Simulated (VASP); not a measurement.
# Al in VASP: notebook

Runs on Al. Level: PBE. Tasks: single point, relaxation of the atoms.

Everything below comes from runs of VASP 6.6.1. Logs are shortened: lines on timing, memory, paths and dates and some standing lists are left out, and cuts for length are marked.

**1. The cell of the first run**

The cell holds a slab with vacuum, 3 atoms: a = 2.858 Å, b = 2.858 Å, c = 19.667 Å, α = 90.00°, β = 90.00°, γ = 120.00°.

**2. Single point, PBE**

INCAR

```
ALGO = Normal ; DIPOL = 0.5 0.5 0.500
EDIFF = 1E-6 ; ENCUT = 520
GGA = PE ; IDIPOL = 3
ISIF = 2 ; ISMEAR = 0
LASPH = T ; LCHARG = T
LDIPOL = T ; LELF = T
LREAL = F ; LVACPOTAV = T
LVHAR = T ; LWAVE = F
NBANDS = 12 ; NELM = 80
PREC = Accurate ; SIGMA = 0.1
```

KPOINTS

```
k-points
0
Gamma
  12 12 1
```

POSCAR

```
Al
1.0
    2.8577415166      0.0000000000      0.0000000000
   -1.4288707583      2.4748767508      0.0000000000
    0.0000000000      0.0000000000     19.6666723550
Al
3
Direct
    0.6666666667      0.3333333333      0.3813558219
    0.3333333333      0.6666666667      0.5000000000
    0.0000000000      0.0000000000      0.6186441781
```

Potentials or basis: VASP PAW PBE potentials, release 64 (Al).

The run is started by

```console
$ cat potpaw_PBE.64/Al/POTCAR > POTCAR
$ mpirun -np 1 vasp_std > vasp.out
```

OUTCAR:

```text
EDIFF = 1E-6
   ENCUT = 520
   GGA = PE
   ISIF = 2
   ISMEAR = 0
   LASPH = T
   LREAL = F
   NELM = 80
   PREC = Accurate

 ion  position               nearest neighbor table
   1  0.667  0.333  0.381-   2 2.86   2 2.86   2 2.86
   2  0.333  0.667  0.500-   1 2.86   3 2.86   1 2.86   3 2.86   3 2.86   1 2.86
   3  0.000  0.000  0.619-   2 2.86   2 2.86   2 2.86

  LATTYP: Found a hexagonal cell.
 ALAT       =     2.8577415166
 C/A-ratio  =     6.8818933556

  Lattice vectors:

 A1 = (   2.8577415166,   0.0000000000,   0.0000000000)
 A2 = (  -1.4288707583,   2.4748767508,   0.0000000000)
 A3 = (   0.0000000000,   0.0000000000,  19.6666723550)

Analysis of symmetry for initial positions (statically):
=====================================================================
 Subroutine PRICEL returns:
 Original cell was already a primitive cell.

 Routine SETGRP: Setting up the symmetry group for a
 hexagonal supercell.

 Subroutine GETGRP returns: Found 12 space group operations
 (whereof  6 operations were pure point group operations)
 out of a pool of 24 trial point group operations.

The static configuration has the point symmetry C_3v.
 The point group associated with its full space group is D_3d.

Analysis of symmetry for dynamics (positions and initial velocities):
=====================================================================
 Subroutine PRICEL returns:
 Original cell was already a primitive cell.

 Routine SETGRP: Setting up the symmetry group for a
 hexagonal supercell.

 Subroutine GETGRP returns: Found 12 space group operations
 (whereof  6 operations were pure point group operations)
 out of a pool of 24 trial point group operations.

The dynamic configuration has the point symmetry C_3v.
 The point group associated with its full space group is D_3d.

 Subroutine INISYM returns: Found 12 space group operations
 (whereof  6 operations are pure point group operations),
 and found     1 'primitive' translations

----------------------------------------------------------------------------------------

                                     Primitive cell

  volume of cell :     139.0937

  direct lattice vectors                    reciprocal lattice vectors
     2.857741517  0.000000000  0.000000000     0.349926680  0.202030263  0.000000000
    -1.428870758  2.474876751  0.000000000     0.000000000  0.404060525  0.000000000
     0.000000000  0.000000000 19.666672355     0.000000000  0.000000000  0.050847443

  length of vectors
     2.857741517  2.857741517 19.666672355     0.404060525  0.404060525  0.050847443

  position of ions in fractional coordinates (direct lattice)
     0.666666667  0.333333333  0.381355822
     0.333333333  0.666666667  0.500000000
     0.000000000  0.000000000  0.618644178

  ion indices of the primitive-cell ions
   primitive index   ion index
                 1           1
                 2           2
                 3           3

----------------------------------------------------------------------------------------

 KPOINTS: k-points

Automatic generation of k-mesh.
 Grid dimensions read from file:
 generate k-points for:   12   12    1

 Generating k-lattice:

  Cartesian coordinates                     Fractional coordinates (reciprocal lattice)
     0.029160557  0.016835855  0.000000000     0.083333333  0.000000000  0.000000000
     0.000000000  0.033671710  0.000000000     0.000000000  0.083333333  0.000000000
     0.000000000  0.000000000  0.050847443     0.000000000  0.000000000  1.000000000

  Length of vectors
     0.033671710  0.033671710  0.050847443

  Shift w.r.t. Gamma in fractional coordinates (k-lattice)
     0.000000000  0.000000000  0.000000000

 Subroutine IBZKPT returns following result:
 ===========================================

 Found     19 irreducible k-points:

 Following reciprocal coordinates:
            Coordinates               Weight
  0.000000  0.000000  0.000000      1.000000
  0.083333 -0.000000  0.000000      6.000000
  0.166667 -0.000000  0.000000      6.000000
  0.250000  0.000000  0.000000      6.000000
  0.333333 -0.000000  0.000000      6.000000
  0.416667  0.000000  0.000000      6.000000
[... 11 lines left out ...]
  0.333333  0.250000  0.000000     12.000000
  0.333333  0.333333  0.000000      2.000000
   k-points           NKPTS =     19   k-points in BZ     NKDIM =     19   number of bands    NBANDS=     12
   number of dos      NEDOS =    301   number of ions     NIONS =      3
   total plane-waves  NPLWV =  86400
   dimension x,y,z NGX =    24 NGY =   24 NGZ =  150
   dimension x,y,z NGXF=    48 NGYF=   48 NGZF=  300
   ions per type =               3
   NGX,Y,Z   is equivalent  to a cutoff of  13.96, 13.96, 12.68 a.u.
   NGXF,Y,Z  is equivalent  to a cutoff of  27.92, 27.92, 25.36 a.u.
 SYSTEM =  unknown system
   PREC   = accura    normal or accurate (medium, high low for compatibility)
   ISTART =      0    job   : 0-new  1-cont  2-samecut
   ICHARG =      2    charge: 1-file 2-atom 10-const
   ISPIN  =      1    spin polarized calculation?
   LNONCOLLINEAR =      F non collinear calculations
   LSORBIT =      F    spin-orbit coupling
   LASPH  =      T    aspherical Exc in radial PAW
   ENCUT  =  520.0 eV  38.22 Ry    6.18 a.u.   5.31  5.31 36.57*2*pi/ulx,y,z
   NELM   =     80;   NELMIN=  2; NELMDL= -5     # of ELM steps
   EDIFF  = 0.1E-05   stopping-criterion for ELM
   LREAL  =      F    real-space projection
   EDIFFG = 0.1E-04   stopping-criterion for IOM
   NSW    =      0    number of steps for IOM
   IBRION =     -1    ionic relax: 0-MD 1-quasi-New 2-CG
   NFREE  =      0    steps in history (QN), initial steepest desc. (CG)
   ISIF   =      2    stress and relaxation
   ISYM   =      2    0-nonsym 1-usesym 2-fastsym
   POTIM  = 0.5000    time-step for ionic-motion
   TEBEG  =    0.0;   TEEND  =   0.0 temperature during run
   PSTRESS=    0.0 pullay stress
   NELECT =       9.0000    total number of electrons
   NUPDOWN=      -1.0000    fix difference up-down
   EMIN   =  10.00;   EMAX   =-10.00  energy-range for DOS
   EFERMI =   0.00;   METHOD = LEGACY
   ISMEAR =     0;   SIGMA  =   0.10  broadening in eV -4-tet -1-fermi 0-gaus
   EFERMI_NEDOS =   21; number of points for ismear=-14 and -15
   IALGO  =     38    algorithm
   IMIX   =      4    mixing-type and parameters
     AMIX     =   0.40;   BMIX     =  1.00
     AMIX_MAG =   1.60;   BMIX_MAG =  1.00
  volume/ion in A,a.u.               =      46.36       312.88
  Fermi-wavevector in a.u.,A,eV,Ry     =   0.657234  1.241992  5.877121  0.431956
  Thomas-Fermi vector in A             =   1.728677
   LORBIT       =      0    0 simple, 1 ext, 2 COOP (PROOUT), +10 PAW based schemes
   GGA     = PE    functional components
   LHFCALC =     F    Hartree Fock is set to
   AEXX    =    0.0000 exact exchange contribution
   IVDW    =     0    specifies the selected vdW correction
   LEPSILON=     F    determine dielectric tensor
   LRPA    =     F    only Hartree local field effects (RPA)
 non-spin polarized calculation
 Gauss-broadening in eV      SIGMA  =   0.10
  energy-cutoff  :      520.00
  volume of cell :      139.09
 maximum number of plane-waves:      3775
 NGX is ok and might be reduce to    24
   NGX = 11   NGY = 11   NGZ = 73

 dipolmoment           0.000000      0.000000      0.000000 electrons x Angstroem

 number of electron       9.0000000 magnetization

 dipolmoment           0.000000      0.000000     -0.000000 electrons x Angstroem

 Free energy of the ion-electron system (eV)
  ---------------------------------------------------
  ext. energy  EPLUGINS =         0.00000000
  ---------------------------------------------------
  free energy    TOTEN  =       -10.52769855 eV

  energy without entropy =      -10.51809705  energy(sigma->0) =      -10.52289780

 E-fermi :   0.3764     XC(G=0):  -4.5372

 val. band max:        0.3545902939   @ k =   0.3333  -0.0000   0.0000
 cond. band min:       0.3901775530   @ k =   0.4167   0.1667   0.0000
 fundamental gap:      0.0355872590
 Fermi energy:         0.3763912213

 k-point     1 :       0.0000    0.0000    0.0000
  band No.  band energies     occupation
      1     -10.1046      2.00000
      2      -8.4411      2.00000
      3      -5.8263      2.00000
      4      -2.7028      2.00000
      5       0.7924      0.00000
      6       3.2999      0.00000
      7       4.0559      0.00000
      8       5.4636      0.00000
      9       5.4769      0.00000
     10       8.2155      0.00000
     11       8.3647      0.00000
     12      11.6652      0.00000

 k-point     2 :       0.0833   -0.0000    0.0000
  band No.  band energies     occupation
      1      -9.9373      2.00000
      2      -8.2750      2.00000
      3      -5.6607      2.00000
      4      -2.5450      2.00000
      5       0.9497      0.00000
      6       3.4614      0.00000
      7       4.2238      0.00000
      8       5.6276      0.00000
      9       5.6337      0.00000
     10       8.3353      0.00000
     11       8.4928      0.00000
     12       9.0919      0.00000

 k-point     3 :       0.1667   -0.0000    0.0000
  band No.  band energies     occupation
      1      -9.4367      2.00000
      2      -7.7781      2.00000
      3      -5.1660      2.00000
      4      -2.0723      2.00000
      5       1.4137      0.00000
      6       3.9270      0.00000
      7       4.7212      0.00000
      8       5.7730      0.00000
      9       6.1186      0.00000
     10       6.3358      0.00000
     11       7.3817      0.00000
     12       8.8029      0.00000

 k-point     4 :       0.2500    0.0000    0.0000
  band No.  band energies     occupation
      1      -8.6063      2.00000
      2      -6.9542      2.00000
      3      -4.3484      2.00000
      4      -1.2881      2.00000
      5       2.0597      0.00000
      6       3.0888      0.00000
      7       4.5119      0.00000
      8       4.8511      0.00000
      9       5.5791      0.00000
     10       6.7225      0.00000
     11       6.9871      0.00000
     12       7.1577      0.00000

 k-point     5 :       0.3333   -0.0000    0.0000
  band No.  band energies     occupation
      1      -7.4520      2.00000
      2      -5.8102      2.00000
      3      -3.2251      2.00000
      4      -0.2674      2.00000
      5       0.3546      1.24215
      6       1.8631      0.00000
      7       3.4348      0.00000
      8       4.3470      0.00000
      9       5.9701      0.00000
     10       6.7448      0.00000
     11       7.1193      0.00000
     12       7.3249      0.00000
[... 153 lines left out ...]
      1      -3.7541      2.00000
      2      -3.7122      2.00000
      3      -2.3912      2.00000
      4      -1.8396      2.00000
      5       0.3902      0.84542
      6       0.5348      0.02511
      7       2.1132      0.00000
      8       3.3716      0.00000
      9       3.4836      0.00000
     10       3.7886      0.00000
     11       6.1562      0.00000
     12       6.8486      0.00000

 k-point    17 :       0.2500    0.2500    0.0000
  band No.  band energies     occupation
      1      -5.6577      2.00000
      2      -4.0371      2.00000
      3      -1.5523      2.00000
      4      -0.0281      2.00000
      5       0.2341      1.95583
      6       1.3627      0.00000
      7       1.6851      0.00000
      8       2.0563      0.00000
      9       4.2141      0.00000
     10       4.5193      0.00000
     11       5.1811      0.00000
     12       7.1375      0.00000

 k-point    18 :       0.3333    0.2500    0.0000
  band No.  band energies     occupation
      1      -4.0497      2.00000
      2      -2.4752      2.00000
      3      -2.1649      2.00000
      4      -0.5979      2.00000
      5      -0.3903      2.00000
      6       0.3486      1.30557
      7       1.5039      0.00000
      8       2.3069      0.00000
      9       3.1809      0.00000
     10       4.0692      0.00000
     11       4.9921      0.00000
     12       6.4517      0.00000

 k-point    19 :       0.3333    0.3333    0.0000
  band No.  band energies     occupation
      1      -2.3347      2.00000
      2      -2.3347      2.00000
      3      -2.2657      2.00000
      4      -1.2193      2.00000
      5      -0.4520      2.00000
      6      -0.4520      2.00000
      7       1.9739      0.00000
      8       1.9739      0.00000
      9       2.3477      0.00000
     10       4.8355      0.00000
     11       4.8355      0.00000
     12       4.9051      0.00000

------------------------ aborting loop because EDIFF is reached ----------------------------------------

  FORCE on cell =-STRESS in cart. coord.  units (eV):
  Direction    XX          YY          ZZ          XY          YZ          ZX
  --------------------------------------------------------------------------------------
  -------------------------------------------------------------------------------------
  Total       -0.8034892     -0.8034892     -0.4652917     -0.0000000      0.0000000      0.0000000
  in kB       -9.2551449     -9.2551449     -5.3595521     -0.0000000      0.0000000      0.0000000
  external PRESSURE =      -7.9566140 kB  Pullay stress =       0.0000000 kB

 VOLUME and BASIS-vectors are now :
 -----------------------------------------------------------------------------
  energy-cutoff  :      520.00
  volume of cell :      139.09
      direct lattice vectors                 reciprocal lattice vectors
     2.857741517  0.000000000  0.000000000     0.349926680  0.202030263  0.000000000
    -1.428870758  2.474876751  0.000000000     0.000000000  0.404060525  0.000000000
     0.000000000  0.000000000 19.666672355     0.000000000  0.000000000  0.050847443

 POSITION                                       TOTAL-FORCE (eV/Angst)
 -----------------------------------------------------------------------------------
      1.42887      0.82496      7.50000         0.000000     -0.000000      0.099236
     -0.00000      1.64992      9.83334         0.000000     -0.000000     -0.000000
      0.00000      0.00000     12.16667        -0.000000      0.000000     -0.099236
 -----------------------------------------------------------------------------------
    total drift:                                0.000000     -0.000000      0.000000

  FREE ENERGIE OF THE ION-ELECTRON SYSTEM (eV)
  ---------------------------------------------------
  free  energy   TOTEN  =       -10.5276985518 eV

  energy  without entropy=      -10.5180970479  energy(sigma->0) =      -10.52289780

 vacuum level on the upper side and lower side of the slab         4.274         4.274
```

Run time: 25 s. Hardware: 1 thread of Intel Xeon 6975P-C (Granite Rapids), shared host; peak memory 0.25 GiB.

Results:

```
Free energy   : -10.5277 eV
Largest force : 0.099 eV/Å
```

Forces in eV/Å, atoms in the order of the input:
```
Al   0.000  0.000  0.099
Al   0.000  0.000  0.000
Al   0.000  0.000 -0.099
```

Levels at points of the mesh, in eV from the Fermi level:
```
           k point  band 1  band 2  band 3  band 4  band 5  band 6  band 7  band 8  band 9
(0.00, 0.00, 0.00)  -10.48   -8.82   -6.20   -3.08    0.42    2.92    3.68    5.09    5.10
(0.50, 0.00, 0.00)   -4.61   -4.57   -3.23   -2.70   -0.43   -0.19    2.59    2.62    6.01
```

**3. Single point, PBE**

INCAR

```
PREC = Accurate
ENCUT = 520
EDIFF = 1E-6
ISMEAR = 0
SIGMA = 0.1
LREAL = F
LASPH = T
NELM = 100
ALGO = Normal
ISIF = 2
LWAVE = F
LCHARG = F
LDIPOL = T
IDIPOL = 3
DIPOL = 0.5 0.5 0.500
GGA = PE
NBANDS = 12
```

KPOINTS

```
regular mesh
0
Gamma
  12 12 1
```

POSCAR

```
Al
1.0
    2.8577415166      0.0000000000      0.0000000000
   -1.4288707583      2.4748767508      0.0000000000
    0.0000000000      0.0000000000     19.6666723550
Al
3
Direct
    0.6666666667      0.3333333333      0.3830131093
    0.3333333333      0.6666666667      0.4999998744
    0.0000000000      0.0000000000      0.6169870163
```

Potentials or basis: VASP PAW PBE potentials, release 64 (Al).

The run is started by

```console
$ cat potpaw_PBE.64/Al/POTCAR > POTCAR
$ mpirun -np 1 vasp_std > vasp.out
```

Run time: 23 s. Hardware: 1 thread of Intel Xeon 6975P-C (Granite Rapids), shared host; peak memory 0.26 GiB.

Results (log left out):

```yaml
Free_energy: -10.5313 eV
Largest_force: 0.005 eV/Å
```

Forces on the atoms (eV/Å):
```
Al   0.000  0.000  0.005
Al   0.000  0.000  0.000
Al   0.000  0.000 -0.005
```

Levels at points of the mesh, in eV from the Fermi level:
```
           k point  band 2  band 3  band 4  band 5  band 6  band 7
(0.00, 0.00, 0.00)   -8.86   -6.16   -3.05    0.51    2.98    3.71
(0.50, 0.00, 0.00)   -4.66   -3.28   -2.73   -0.39   -0.15    2.60
```

**4. Relaxation of the atoms, PBE**

INCAR

```
SYSTEM = Al
ALGO = Normal
DIPOL = 0.5 0.5 0.500
EDIFF = 1E-6
EDIFFG = -0.02
ENCUT = 520
GGA = PE
IBRION = 2
IDIPOL = 3
ISIF = 2
ISMEAR = 0
LASPH = .True.
LCHARG = .False.
LDIPOL = .True.
LREAL = .False.
LWAVE = .False.
NELM = 100
NSW = 80
PREC = Accurate
SIGMA = 0.1
```

KPOINTS

```
k-points
0
Gamma
  12 12 1
  0 0 0
```

POSCAR

```
Al
1.0
    2.8577415166      0.0000000000      0.0000000000
   -1.4288707583      2.4748767508      0.0000000000
    0.0000000000      0.0000000000     19.6666723550
Al
3
Direct
    0.6666666667      0.3333333333      0.3813558219
    0.3333333333      0.6666666667      0.5000000000
    0.0000000000      0.0000000000      0.6186441781
```

The run is started by

```console
$ cat potpaw_PBE.64/Al/POTCAR > POTCAR
$ mpirun -np 1 vasp_std > vasp.out
```

Wall time 47 s (1 thread of Intel Xeon 6975P-C (Granite Rapids), shared host); peak memory 0.26 GiB.

It converged, with:

```yaml
Free_energy: -10.5313 eV
Energy_gained_by_relaxing: 1.2 meV/atom
Ionic_steps: 5
```

Forces in eV/Å, atoms in the order of the input:
```
Al   0.000  0.000  0.003
Al   0.000  0.000  0.000
Al   0.000  0.000 -0.003
```

The path:
| step | energy change (eV) | largest force (eV/Å) | pressure (GPa) |
| --- | --- | --- | --- |
| 1 | 0.0000 | 0.0992 | -0.80 |
| 2 | -0.0009 | 0.0877 | -0.76 |
| 3 | -0.0029 | 0.0482 | -0.66 |
| 4 | -0.0029 | 0.0516 | -0.43 |
| 5 | -0.0036 | 0.0029 | -0.55 |

Final structure:
```
CELL_PARAMETERS angstrom
2.85774 0.00000 0.00000
-1.42887 2.47488 0.00000
0.00000 0.00000 19.66667
ATOMIC_POSITIONS crystal
Al 0.66667 0.33333 0.38303
Al 0.33333 0.66667 0.50000
Al 0.00000 0.00000 0.61697
```

Levels at points of the mesh, in eV from the Fermi level:
| k point | band 1 | band 2 | band 3 | band 4 | band 5 | band 6 | band 7 | band 8 |
| --- | --- | --- | --- | --- | --- | --- | --- | --- |
| (0.00, 0.00, 0.00) | -10.57 | -8.86 | -6.16 | -3.05 | 0.51 | 2.97 | 3.62 | 5.03 |
| (0.50, 0.00, 0.00) | -4.70 | -4.66 | -3.28 | -2.74 | -0.39 | -0.15 | 2.60 | 2.65 |
